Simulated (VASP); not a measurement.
# ZnS (I-4m2) in VASP: notebook

Aim: see how the results for ZnS move with the level of theory and the settings. Levels: PBE, r2SCAN. Tasks: single point.

Everything below comes from runs of VASP 6.6.1. Logs are shortened: lines on timing, memory, paths and dates and some standing lists are left out, and cuts for length are marked.

## 1. The cell of the first run

Symmetry: I-4m2, No. 119, tetragonal system. The conventional cell has a = 3.810 Å, b = 3.810 Å, c = 5.301 Å, α = 90.00°, β = 90.00°, γ = 90.00°. Zn (site symmetry -4m2) has 4 S at 2.32 Å within 3.1 Å. Within 3.1 Å of S (site symmetry -4m2) lie 4 Zn at 2.32 Å.

## 2. Single point, PBE (uniaxial y strain -1.6%)

File INCAR:

```
SYSTEM = ZnS
PREC     = Accurate       ! precision mode
ENCUT    = 520            ! plane-wave cutoff, eV
EDIFF    = 1E-6           ! SCF threshold, eV
ISMEAR   = -1             ! smearing method
SIGMA    = 0.02           ! smearing width, eV
LREAL    = .FALSE.        ! projectors in reciprocal space
LASPH    = .TRUE.         ! aspherical terms in the spheres
NELM     = 60             ! most SCF steps
ALGO     = Normal         ! electronic algorithm
ISIF     = 2              ! what is computed and relaxed
LWAVE    = .FALSE.        ! write WAVECAR
LCHARG   = .FALSE.        ! write CHGCAR
GGA      = PE             ! functional
NBANDS   = 16             ! bands
```

File KPOINTS:

```
regular mesh
0
G
  8 8 8
  0 0 0
```

File POSCAR:

```
ZnS
1.0
    0.0000000000      2.6507206157      2.6940955541
    2.6940955541      0.0000000000      2.6940955541
    2.6940955541      2.6507206157      0.0000000000
Zn S
1 1
Direct
    0.2500000000      0.2500000000      0.2500000000
    0.0000000000      0.0000000000      0.0000000000
```

Potentials or basis: VASP PAW PBE potentials, release 64 (Zn, S).

On the command line:

```
$ cat potpaw_PBE.64/Zn/POTCAR potpaw_PBE.64/S/POTCAR > POTCAR
$ mpirun -np 1 vasp_std > vasp.out
```

OUTCAR:

```text
SYSTEM = ZnS
   PREC = Accurate
   ENCUT = 520
   EDIFF = 1E-6
   ISMEAR = -1
   LREAL = .FALSE.
   LASPH = .TRUE.
   NELM = 60
   ISIF = 2
   GGA = PE

 ion  position               nearest neighbor table
   1  0.250  0.250  0.250-   2 2.32   2 2.32   2 2.32   2 2.32
   2  0.000  0.000  0.000-   1 2.32   1 2.32   1 2.32   1 2.32

  LATTYP: Found a body centered tetragonal cell.
 ALAT       =     3.8100264709
 C/A-ratio  =     1.3914447240

  Lattice vectors:

 A1 = (   0.0000000000,  -2.6507206157,   2.6940955541)
 A2 = (   0.0000000000,  -2.6507206157,  -2.6940955541)
 A3 = (   2.6940955541,   2.6507206157,   0.0000000000)

Analysis of symmetry for initial positions (statically):
=====================================================================
 Subroutine PRICEL returns:
 Original cell was already a primitive cell.

 Routine SETGRP: Setting up the symmetry group for a
 body centered tetragonal supercell.

 Subroutine GETGRP returns: Found  8 space group operations
 (whereof  8 operations were pure point group operations)
 out of a pool of 16 trial point group operations.

The static configuration has the point symmetry D_2d.

Analysis of symmetry for dynamics (positions and initial velocities):
=====================================================================
 Subroutine PRICEL returns:
 Original cell was already a primitive cell.

 Routine SETGRP: Setting up the symmetry group for a
 body centered tetragonal supercell.

 Subroutine GETGRP returns: Found  8 space group operations
 (whereof  8 operations were pure point group operations)
 out of a pool of 16 trial point group operations.

The dynamic configuration has the point symmetry D_2d.

 Subroutine INISYM returns: Found  8 space group operations
 (whereof  8 operations are pure point group operations),
 and found     1 'primitive' translations

----------------------------------------------------------------------------------------

                                     Primitive cell

  volume of cell :      38.4787

  direct lattice vectors                    reciprocal lattice vectors
     0.000000000  2.650720616  2.694095554    -0.185591042  0.188627952  0.185591042
     2.694095554  0.000000000  2.694095554     0.185591042 -0.188627952  0.185591042
     2.694095554  2.650720616  0.000000000     0.185591042  0.188627952 -0.185591042

  length of vectors
     3.779480207  3.810026471  3.779480207     0.323215986  0.323215986  0.323215986

  position of ions in fractional coordinates (direct lattice)
     0.250000000  0.250000000  0.250000000
     0.000000000  0.000000000  0.000000000

  ion indices of the primitive-cell ions
   primitive index   ion index
                 1           1
                 2           2

----------------------------------------------------------------------------------------

 KPOINTS: regular mesh

Automatic generation of k-mesh.
 Grid dimensions read from file:
 generate k-points for:    8    8    8

 Generating k-lattice:

  Cartesian coordinates                     Fractional coordinates (reciprocal lattice)
    -0.023198880  0.023578494  0.023198880     0.125000000  0.000000000  0.000000000
     0.023198880 -0.023578494  0.023198880    -0.000000000  0.125000000 -0.000000000
     0.023198880  0.023578494 -0.023198880     0.000000000  0.000000000  0.125000000

  Length of vectors
     0.040401998  0.040401998  0.040401998

  Shift w.r.t. Gamma in fractional coordinates (k-lattice)
     0.000000000  0.000000000  0.000000000

 Subroutine IBZKPT returns following result:
 ===========================================

 Found     59 irreducible k-points:

 Following reciprocal coordinates:
            Coordinates               Weight
  0.000000  0.000000  0.000000      1.000000
  0.125000  0.000000  0.000000      8.000000
  0.250000  0.000000  0.000000      8.000000
  0.375000  0.000000  0.000000      8.000000
  0.500000  0.000000  0.000000      4.000000
  0.125000  0.125000  0.000000      4.000000
[... 16 lines left out ...]
  0.250000  0.000000  0.125000      8.000000
  0.375000  0.000000  0.125000      8.000000
 [... further k-points ...]
   k-points           NKPTS =     59   k-points in BZ     NKDIM =     59   number of bands    NBANDS=     16
   number of dos      NEDOS =    301   number of ions     NIONS =      2
   total plane-waves  NPLWV =  21952
   dimension x,y,z NGX =    28 NGY =   28 NGZ =   28
   dimension x,y,z NGXF=    56 NGYF=   56 NGZF=   56
   ions per type =               1   1
   NGX,Y,Z   is equivalent  to a cutoff of  12.32, 12.22, 12.32 a.u.
   NGXF,Y,Z  is equivalent  to a cutoff of  24.63, 24.43, 24.63 a.u.
 SYSTEM =  ZnS
   PREC   = accura    normal or accurate (medium, high low for compatibility)
   ISTART =      0    job   : 0-new  1-cont  2-samecut
   ICHARG =      2    charge: 1-file 2-atom 10-const
   ISPIN  =      1    spin polarized calculation?
   LNONCOLLINEAR =      F non collinear calculations
   LSORBIT =      F    spin-orbit coupling
   LASPH  =      T    aspherical Exc in radial PAW
   ENCUT  =  520.0 eV  38.22 Ry    6.18 a.u.   7.03  7.08  7.03*2*pi/ulx,y,z
   NELM   =     60;   NELMIN=  2; NELMDL= -5     # of ELM steps
   EDIFF  = 0.1E-05   stopping-criterion for ELM
   LREAL  =      F    real-space projection
   EDIFFG = 0.1E-04   stopping-criterion for IOM
   NSW    =      0    number of steps for IOM
   IBRION =     -1    ionic relax: 0-MD 1-quasi-New 2-CG
   NFREE  =      0    steps in history (QN), initial steepest desc. (CG)
   ISIF   =      2    stress and relaxation
   ISYM   =      2    0-nonsym 1-usesym 2-fastsym
   POTIM  = 0.5000    time-step for ionic-motion
   TEBEG  =    0.0;   TEEND  =   0.0 temperature during run
   PSTRESS=    0.0 pullay stress
   NELECT =      18.0000    total number of electrons
   NUPDOWN=      -1.0000    fix difference up-down
   EMIN   =  10.00;   EMAX   =-10.00  energy-range for DOS
   EFERMI =   0.00;   METHOD = LEGACY
   ISMEAR =    -1;   SIGMA  =   0.02  broadening in eV -4-tet -1-fermi 0-gaus
   EFERMI_NEDOS =   21; number of points for ismear=-14 and -15
   IALGO  =     38    algorithm
   IMIX   =      4    mixing-type and parameters
     AMIX     =   0.40;   BMIX     =  1.00
     AMIX_MAG =   1.60;   BMIX_MAG =  1.00
  volume/ion in A,a.u.               =      19.24       129.83
  Fermi-wavevector in a.u.,A,eV,Ry     =   1.270844  2.401548 21.974025  1.615045
  Thomas-Fermi vector in A             =   2.403810
   LORBIT       =      0    0 simple, 1 ext, 2 COOP (PROOUT), +10 PAW based schemes
   GGA     = PE    functional components
   LHFCALC =     F    Hartree Fock is set to
   AEXX    =    0.0000 exact exchange contribution
   IVDW    =     0    specifies the selected vdW correction
   LEPSILON=     F    determine dielectric tensor
   LRPA    =     F    only Hartree local field effects (RPA)
 non-spin polarized calculation
  energy-cutoff  :      520.00
  volume of cell :       38.48
 maximum number of plane-waves:      1047
   NGX = 13   NGY = 15   NGZ = 13

 number of electron      18.0000016 magnetization

 Free energy of the ion-electron system (eV)
  ---------------------------------------------------
  ext. energy  EPLUGINS =         0.00000000
  ---------------------------------------------------
  free energy    TOTEN  =        -6.82935073 eV

  energy without entropy =       -6.82935073  energy(sigma->0) =       -6.82935073

 E-fermi :   2.7392     XC(G=0):  -9.7488

 val. band max:        2.3805551584   @ k =   0.0000   0.0000   0.0000
 cond. band min:       4.5674440576   @ k =   0.0000   0.0000   0.0000
 fundamental gap:      2.1868888992
 Fermi energy:         2.7392131814

 k-point     1 :       0.0000    0.0000    0.0000
  band No.  band energies     occupation
      1     -10.9739      2.00000
      2      -4.1013      2.00000
      3      -4.1013      2.00000
      4      -4.0916      2.00000
      5      -3.5728      2.00000
      6      -3.5674      2.00000
[... 8 lines left out ...]
     15      14.2394      0.00000
     16      14.3804      0.00000

 k-point     2 :       0.1250    0.0000    0.0000
  band No.  band energies     occupation
      1     -10.8519      2.00000
      2      -4.0998      2.00000
      3      -4.0795      2.00000
      4      -4.0715      2.00000
      5      -3.5740      2.00000
      6      -3.5698      2.00000
[... 8 lines left out ...]
     15      13.6283      0.00000
     16      15.1398      0.00000

 k-point     3 :       0.2500    0.0000    0.0000
  band No.  band energies     occupation
      1     -10.5325      2.00000
      2      -4.0577      2.00000
      3      -4.0323      2.00000
      4      -4.0218      2.00000
      5      -3.5688      2.00000
      6      -3.5682      2.00000
[... 8 lines left out ...]
     15      13.3659      0.00000
     16      14.6373      0.00000

 k-point     4 :       0.3750    0.0000    0.0000
  band No.  band energies     occupation
      1     -10.1680      2.00000
      2      -3.9956      2.00000
      3      -3.9831      2.00000
      4      -3.8405      2.00000
      5      -3.5523      2.00000
      6      -3.5483      2.00000
[... 8 lines left out ...]
     15      14.4855      0.00000
     16      14.4990      0.00000

 k-point     5 :       0.5000    0.0000    0.0000
  band No.  band energies     occupation
      1      -9.9998      2.00000
      2      -3.9843      2.00000
      3      -3.9702      2.00000
      4      -3.5418      2.00000
      5      -3.5344      2.00000
      6      -3.3614      2.00000
[... 8 lines left out ...]
     15      15.7486      0.00000
     16      15.8815      0.00000

 k-point     6 :       0.1250    0.1250    0.0000
  band No.  band energies     occupation
      1     -10.8127      2.00000
      2      -4.1240      2.00000
      3      -4.0608      2.00000
      4      -4.0497      2.00000
      5      -3.5895      2.00000
      6      -3.5572      2.00000
[... 8 lines left out ...]
     15      14.3888      0.00000
     16      15.6487      0.00000

 k-point     7 :       0.2500    0.1250    0.0000
  band No.  band energies     occupation
      1     -10.5594      2.00000
      2      -4.1178      2.00000
      3      -4.0103      2.00000
      4      -3.9977      2.00000
      5      -3.5979      2.00000
      6      -3.5470      2.00000
[... 8 lines left out ...]
     15      14.3440      0.00000
     16      16.1572      0.00000

 k-point     8 :       0.3750    0.1250    0.0000
  band No.  band energies     occupation
      1     -10.2045      2.00000
      2      -4.0324      2.00000
      3      -3.9579      2.00000
      4      -3.9076      2.00000
      5      -3.5712      2.00000
      6      -3.5351      2.00000
[... 8 lines left out ...]
     15      15.0723      0.00000
     16      15.5251      0.00000

 k-point     9 :       0.5000    0.1250    0.0000
  band No.  band energies     occupation
      1      -9.9594      2.00000
      2      -3.9853      2.00000
      3      -3.9398      2.00000
      4      -3.6358      2.00000
      5      -3.5366      2.00000
      6      -3.4134      2.00000
[... 8 lines left out ...]
     15      15.7891      0.00000
     16      15.9395      0.00000
[... 172 lines left out ...]
 k-point    19 :       0.5000    0.3750    0.0000
  band No.  band energies     occupation
      1      -9.7348      2.00000
      2      -4.1066      2.00000
      3      -3.7730      2.00000
      4      -3.7457      2.00000
      5      -3.5048      2.00000
      6      -3.3779      2.00000
[... 8 lines left out ...]
     15      16.0983      0.00000
     16      17.2990      0.00000

 k-point    20 :      -0.3750    0.3750   -0.0000
  band No.  band energies     occupation
      1      -9.7016      2.00000
      2      -4.0247      2.00000
      3      -3.7984      2.00000
      4      -3.6789      2.00000
      5      -3.5341      2.00000
      6      -3.2079      2.00000
[... 8 lines left out ...]
     15      14.8923      0.00000
     16      18.2706      0.00000

 k-point    21 :       0.5000    0.5000    0.0000
  band No.  band energies     occupation
      1      -9.6810      2.00000
      2      -4.1501      2.00000
      3      -3.7445      2.00000
      4      -3.7235      2.00000
      5      -3.4907      2.00000
      6      -3.3540      2.00000
[... 8 lines left out ...]
     15      16.1001      0.00000
     16      16.9492      0.00000

 k-point    22 :       0.1250    0.0000    0.1250
  band No.  band energies     occupation
      1     -10.8082      2.00000
      2      -4.1159      2.00000
      3      -4.0608      2.00000
      4      -4.0608      2.00000
      5      -3.5847      2.00000
      6      -3.5602      2.00000
[... 8 lines left out ...]
     15      14.2093      0.00000
     16      15.7259      0.00000

 k-point    23 :       0.2500    0.0000    0.1250
  band No.  band energies     occupation
      1     -10.5513      2.00000
      2      -4.1124      2.00000
      3      -4.0104      2.00000
      4      -4.0080      2.00000
      5      -3.5932      2.00000
      6      -3.5480      2.00000
[... 8 lines left out ...]
     15      14.2468      0.00000
     16      16.1077      0.00000

 k-point    24 :       0.3750    0.0000    0.1250
  band No.  band energies     occupation
      1     -10.1960      2.00000
      2      -4.0255      2.00000
      3      -3.9660      2.00000
      4      -3.9125      2.00000
      5      -3.5659      2.00000
      6      -3.5331      2.00000
[... 8 lines left out ...]
     15      15.1152      0.00000
     16      15.5330      0.00000

 [... further k-points ...]
[... 5 lines left out ...]
  --------------------------------------------------------------------------------------
  -------------------------------------------------------------------------------------
  Total        0.8634922      1.0108163      0.8634922      0.0000000     -0.0000000      0.0000000
  in kB       35.9541508     42.0884432     35.9541508      0.0000000     -0.0000000      0.0000000
  external PRESSURE =      37.9989149 kB  Pullay stress =       0.0000000 kB

 VOLUME and BASIS-vectors are now :
 -----------------------------------------------------------------------------
  energy-cutoff  :      520.00
  volume of cell :       38.48
      direct lattice vectors                 reciprocal lattice vectors
     0.000000000  2.650720616  2.694095554    -0.185591042  0.188627952  0.185591042
     2.694095554  0.000000000  2.694095554     0.185591042 -0.188627952  0.185591042
     2.694095554  2.650720616  0.000000000     0.185591042  0.188627952 -0.185591042

 POSITION                                       TOTAL-FORCE (eV/Angst)
 -----------------------------------------------------------------------------------
      1.34705      1.32536      1.34705         0.000000     -0.000000      0.000000
      0.00000      0.00000      0.00000        -0.000000      0.000000     -0.000000
 -----------------------------------------------------------------------------------
    total drift:                               -0.000002     -0.000001     -0.000001

  FREE ENERGIE OF THE ION-ELECTRON SYSTEM (eV)
  ---------------------------------------------------
  free  energy   TOTEN  =        -6.8293507290 eV

  energy  without entropy=       -6.8293507290  energy(sigma->0) =       -6.82935073
```

Run time: 26 s. Hardware: 1 thread of Intel Xeon Platinum 8259CL at 2.50GHz (Skylake/Cascade Lake), shared host; peak memory 0.17 GiB.

Results:

* Free energy: -6.8294 eV
* Pressure: 3.8 GPa
* Band gap on the k mesh: 2.19 eV, direct

Stress tensor (GPa, compression positive):
```
3.60 0.00 0.00
0.00 4.21 0.00
0.00 0.00 3.60
```

Levels at points of the mesh, in eV from the valence-band top:
```tsv
k point	band 6	band 7	band 8	band 9	band 10	band 11	band 12	band 13
(0.00, 0.00, 0.00)	-5.95	-0.06	-0.06	0.00	2.19	6.34	6.34	6.34
(0.50, 0.00, 0.00)	-5.74	-5.49	-0.98	-0.89	3.32	6.80	6.95	8.93
(0.50, 0.50, 0.00)	-5.73	-4.72	-2.34	-2.30	3.34	4.09	11.06	12.04
(0.50, 0.00, 0.50)	-5.71	-4.63	-2.41	-2.41	3.26	3.93	11.24	12.08
```

Caveat: the cell differs from its parent crystal (uniaxial y strain -1.6%).

## 3. Single point, PBE (biaxial xy strain -1.1%)

File INCAR:

```
SYSTEM = ZnS
ALGO = Normal ; EDIFF = 1E-6
ENCUT = 520 ; GGA = PE
ISIF = 2 ; ISMEAR = -1
LASPH = .True. ; LCHARG = .False.
LREAL = .False. ; LWAVE = .False.
NBANDS = 16 ; NELM = 60
PREC = Accurate ; SIGMA = 0.02
```

File KPOINTS:

```
k-points
0
Gamma
  8 8 8
  0 0 0
```

File POSCAR:

```
ZnS
1.0
    0.0000000000      2.6639216839      2.6940955541
    2.6639216839      0.0000000000      2.6940955541
    2.6639216839      2.6639216839      0.0000000000
Zn S
1 1
Direct
    0.2500000000      0.2500000000      0.2500000000
    0.0000000000      0.0000000000      0.0000000000
```

Potentials or basis: VASP PAW PBE potentials, release 64 (Zn, S).

On the command line:

```
$ cat potpaw_PBE.64/Zn/POTCAR potpaw_PBE.64/S/POTCAR > POTCAR
$ mpirun -np 1 vasp_std > vasp.out
```

Run time: 24 s. Hardware: 1 thread of Intel Xeon Platinum 8259CL at 2.50GHz (Skylake/Cascade Lake), shared host; peak memory 0.17 GiB.

It converged, with:

```yaml
Free_energy: -6.8236 eV
Pressure: 4.4 GPa
Band_gap_on_the_k_mesh: 2.24 eV, direct
```

Stress tensor (GPa, compression positive):
```
4.50 0.00 0.00
0.00 4.50 0.00
0.00 0.00 4.05
```

Levels at points of the mesh, in eV from the valence-band top:
```
           k point  band 5  band 6  band 7  band 8  band 9  band 10  band 11  band 12  band 13  band 14
(0.00, 0.00, 0.00)   -5.95   -5.94   -0.04    0.00    0.00     2.24     6.36     6.36     6.36    11.68
(0.50, 0.00, 0.00)   -5.91   -5.74   -5.51   -0.96   -0.89     3.36     6.85     6.94     8.98    12.30
(0.50, 0.50, 0.00)   -5.87   -5.73   -4.74   -2.31   -2.31     3.36     4.13    11.10    12.18    12.18
(0.50, 0.00, 0.50)   -5.86   -5.71   -4.67   -2.38   -2.36     3.30     4.02    11.23    12.11    12.20
```

Caveat: the cell differs from its parent crystal (biaxial xy strain -1.1%).

## 4. Single point, r2SCAN (biaxial xy strain -1.1%)

POSCAR is that of step 3.

File INCAR.step1:

```
PREC = Accurate
ENCUT = 520
ISMEAR = 0
SIGMA = 0.01
LREAL = False
LASPH = True
NELM = 80
NBANDS = 16
GGA = PE
ALGO = Normal
EDIFF = 1E-4
LWAVE = True
LCHARG = False
```

File INCAR.step2:

```
PREC = Accurate
ENCUT = 520
EDIFF = 1E-6
ISMEAR = 0
SIGMA = 0.01
LREAL = False
LASPH = True
NELM = 80
ALGO = Normal
ISIF = 2
LWAVE = False
LCHARG = True
METAGGA = R2SCAN
LMIXTAU = True
LELF = True
LVHAR = True
NBANDS = 16
ISTART = 1
```

File KPOINTS:

```
regular mesh
0
Gamma
  8 8 8
```

On the command line:

```
$ cat potpaw_PBE.64/Zn/POTCAR potpaw_PBE.64/S/POTCAR > POTCAR
$ cp INCAR.step1 INCAR
$ mpirun -np 1 vasp_std > vasp.out
$ cp INCAR.step2 INCAR
$ mpirun -np 1 vasp_std > vasp.out
```

Run time: 2 min. Hardware: 1 thread of Intel Xeon Platinum 8259CL at 2.50GHz (Skylake/Cascade Lake), shared host; peak memory 0.18 GiB.

The run converged. Its results:

* Free energy: -18.8607 eV
* Pressure: 1.9 GPa
* Band gap on the k mesh: 2.81 eV, direct

Stress tensor (GPa, compression positive):
```
2.07 0.00 0.00
0.00 2.07 0.00
0.00 0.00 1.61
```

Levels at points of the mesh, in eV from the valence-band top:
| k point | band 6 | band 7 | band 8 | band 9 | band 10 | band 11 | band 12 | band 13 |
| --- | --- | --- | --- | --- | --- | --- | --- | --- |
| (0.00, 0.00, 0.00) | -6.06 | -0.04 | 0.00 | 0.00 | 2.81 | 6.86 | 6.86 | 6.86 |
| (0.50, 0.00, 0.00) | -5.85 | -5.62 | -0.98 | -0.92 | 3.86 | 7.31 | 7.41 | 9.53 |
| (0.50, 0.50, 0.00) | -5.84 | -4.80 | -2.37 | -2.37 | 3.69 | 4.54 | 11.90 | 13.05 |
| (0.50, 0.00, 0.50) | -5.83 | -4.73 | -2.45 | -2.42 | 3.62 | 4.42 | 12.04 | 12.97 |

Caveat: the cell differs from its parent crystal (biaxial xy strain -1.1%); the PAW data sets were made with another functional, which shifts forces and pressure a little.

[end of part 1 of 2]
